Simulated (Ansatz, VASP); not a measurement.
# One calculation of P, two programs

```
P
1.0
    -1.52320    1.52320    1.52320
     1.52320   -1.52320    1.52320
     1.52320    1.52320   -1.52320
P
1
Direct
  0.00000 0.00000 0.00000
```

Alike in both runs: task single point; functional LDA; k mesh 16 × 16 × 16; occupations fermi-dirac, width 0.1 eV; no spin polarisation.

```csv
,VASP,Ansatz
version,VASP 6.6.1,Ansatz 0.2.0
potentials or method,"VASP PAW LDA potentials, release 64 (P), cutoff 520 eV","plane waves (420 eV) with PAW, scalar-relativistic"
valence electrons in the cell,5,5
```

|  | VASP | Ansatz | Ansatz less VASP |
| --- | --- | --- | --- |
| pressure (GPa) | -4.1 | -4.1 | +0.09 |

Ansatz warns that its potentials were made for another functional, while VASP's fit it. LDA's correlation is that of Perdew and Zunger in VASP and of Perdew and Wang (1992) in Ansatz.
